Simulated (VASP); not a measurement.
Wanted: the native input for a VASP 6.6.1 run.

* Task: single point
* Functional: PBE
* Potentials or basis: VASP PAW PBE potentials, release 64 (Pb_d, Te)
* Cutoff: 500 eV
* k mesh: 4 × 4 × 4
* Occupations: gaussian, width 0.05 eV
* Spin: no spin polarisation
* Dipole correction: no
* Further INCAR settings: ALGO = Normal; EDIFF = 1e-06; NBANDS = 17

The structure of TePb lies in POSCAR:

```
TePb
1.0
    4.0948817558      0.0000000000      0.0000000000
    0.0000000000      4.0948817558      0.0000000000
    0.0000000000      0.0000000000      4.0948817558
Pb Te
1 1
Direct
    0.0000000000      0.0000000000      0.0000000000
    0.5000000000      0.5000000000      0.5000000000
```

The input as run:

INCAR

```
PREC = Accurate ; ENCUT = 500
EDIFF = 1E-6 ; ISMEAR = 0
SIGMA = 0.05 ; LREAL = F
LASPH = T ; NELM = 120
ALGO = Normal ; ISIF = 2
LWAVE = F ; LCHARG = F
GGA = PE ; NBANDS = 17
GGA_COMPAT = F
```

KPOINTS

```
Automatic mesh
0
Gamma
  4 4 4
```

Potentials or basis: VASP PAW PBE potentials, release 64 (Pb_d, Te).

Command:

```console
$ cat potpaw_PBE.64/Pb_d/POTCAR potpaw_PBE.64/Te/POTCAR > POTCAR
$ mpirun -np 1 vasp_std > vasp.out
```

It gave:

| Quantity | Value |
| --- | --- |
| Pressure | -1.8 GPa |
| Band gap on the k mesh | zero (band 10 reaches 5.90 eV, above the bottom of band 11 at 4.76 eV) |

Caveat: the k points lie up to 0.38 Å⁻¹ apart; spin-orbit coupling is left out, which moves the levels of the heavy elements.

It took 23 s on 1 thread of Intel Xeon 8259CL, on a shared host, peak memory 0.17 GiB.
